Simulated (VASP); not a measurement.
Ti3O5, 16 atoms in the cell. It takes space group C2/m (No. 12, monoclinic). The conventional cell has a = 9.777 Å, b = 3.861 Å, c = 9.280 Å, α = 90.00°, β = 91.32°, γ = 90.00°. Ti (site symmetry m) has 6 O at 1.95 to 2.14 Å within 2.6 Å. Within 2.5 Å of Ti (site symmetry m) lie 6 O at 1.89 to 2.16 Å. Within 2.6 Å of Ti (site symmetry m) lie 6 O at 1.97 to 2.12 Å. O (site symmetry m) has 4 Ti at 1.99 to 2.14 Å within 2.6 Å. O (site symmetry m) has 3 Ti at 1.89 to 1.96 Å within 2.5 Å. Within 2.7 Å of O (site symmetry m) lie 4 Ti at 1.97 to 2.13 Å and 4 O at 2.61 to 2.69 Å. Within 3.1 Å of O (site symmetry m) lie 3 Ti at 1.97 to 2.00 Å and 10 O at 2.61 to 3.03 Å. O (site symmetry m) has 4 Ti at 1.97 to 2.16 Å and 11 O at 2.66 to 3.00 Å within 3.1 Å. 

* Program: VASP 6.6.1
* Task: single point
* Functional: PBEsol
* Potentials or basis: VASP PAW PBE potentials, release 64 (Ti_sv, O)
* Cutoff: 520 eV
* k mesh: 10 × 10 × 4
* Occupations: gaussian, width 0.1 eV
* Spin: no spin polarisation
* Dipole correction: no
* Further INCAR settings: LREAL = Auto; ALGO = Normal; EDIFF = 1e-06; NBANDS = 80

Potentials or basis: VASP PAW PBE potentials, release 64 (Ti_sv, O).

Launch:

```bash
$ cat potpaw_PBE.64/Ti_sv/POTCAR potpaw_PBE.64/O/POTCAR > POTCAR
$ mpirun -np 1 vasp_std > vasp.out
```

Hardware: 1 thread of AMD EPYC 7R13, with other jobs on the host.

Q: How long does it take, and how much memory?

A: Wall time 2 h on 1 thread of AMD EPYC 7R13, with other jobs on the host, peak memory 0.96 GiB. Counts: scf iterations 19, k points 117.
